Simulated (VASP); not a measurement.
Wanted: the native input for a VASP 6.6.1 run.

* Task: single point
* Functional: r2SCAN
* Potentials or basis: VASP PAW PBE potentials, release 64 (La, C)
* Cutoff: 520 eV
* k mesh: 10 × 10 × 6
* Occupations: gaussian, width 0.05 eV
* Spin: no spin polarisation
* Dipole correction: no
* Further INCAR settings: ALGO = Normal; EDIFF = 1e-07; NBANDS = 23

The system is LaC.

```xyz
4
Lattice="4.2462 0.0000 0.0000 -2.1231 3.6773 0.0000 0.0000 0.0000 5.8762" Properties=species:S:1:pos:R:3 pbc="T T T"
La    2.1231    1.2258    0.3679
La    0.0000    2.4515    3.3060
C     2.1231    1.2258    3.3060
C     0.0000    2.4515    0.3679
```

One way to write it, as run:

POSCAR

```
LaC
1.0
    4.2461522391      0.0000000000      0.0000000000
   -2.1230761195      3.6772757074      0.0000000000
    0.0000000000      0.0000000000      5.8762440037
La C
2 2
Direct
    0.6666666667      0.3333333333      0.0626000000
    0.3333333333      0.6666666667      0.5626000000
    0.6666666667      0.3333333333      0.5626000000
    0.3333333333      0.6666666667      0.0626000000
```

INCAR.step1

```
  PREC = Accurate
  ENCUT = 520
  ISMEAR = 0
  SIGMA = 0.05
  LREAL = F
  LASPH = T
  NELM = 100
  NBANDS = 23
  GGA = PE
  ALGO = Normal
  EDIFF = 1E-4
  LWAVE = T
  LCHARG = F
```

INCAR.step2

```
  PREC = Accurate
  ENCUT = 520
  EDIFF = 1E-7
  ISMEAR = 0
  SIGMA = 0.05
  LREAL = F
  LASPH = T
  NELM = 100
  ALGO = Normal
  ISIF = 2
  LWAVE = F
  LCHARG = T
  METAGGA = R2SCAN
  LMIXTAU = T
  LELF = T
  LVHAR = T
  NBANDS = 23
  ISTART = 1
```

KPOINTS

```
regular mesh
0
Gamma
  10 10 6
```

Potentials or basis: VASP PAW PBE potentials, release 64 (La, C).

Run with:

```console
$ cat potpaw_PBE.64/La/POTCAR potpaw_PBE.64/C/POTCAR > POTCAR
$ cp INCAR.step1 INCAR
$ mpirun -np 1 vasp_std > vasp.out
$ cp INCAR.step2 INCAR
$ mpirun -np 1 vasp_std > vasp.out
```

It gave:

```yaml
Pressure: -0.3 GPa
Band_gap_on_the_k_mesh: zero (bands 15 and 16 overlap by 1.94 eV)
```

Caveat: the PAW data sets were made with another functional, which shifts forces and pressure a little; spin-orbit coupling is left out, which moves the levels of the heavy elements.

It took 4.7 min on 1 thread of Intel(R) Xeon(R) 6975P-C (Granite Rapids) (shared host), peak memory 0.31 GiB.
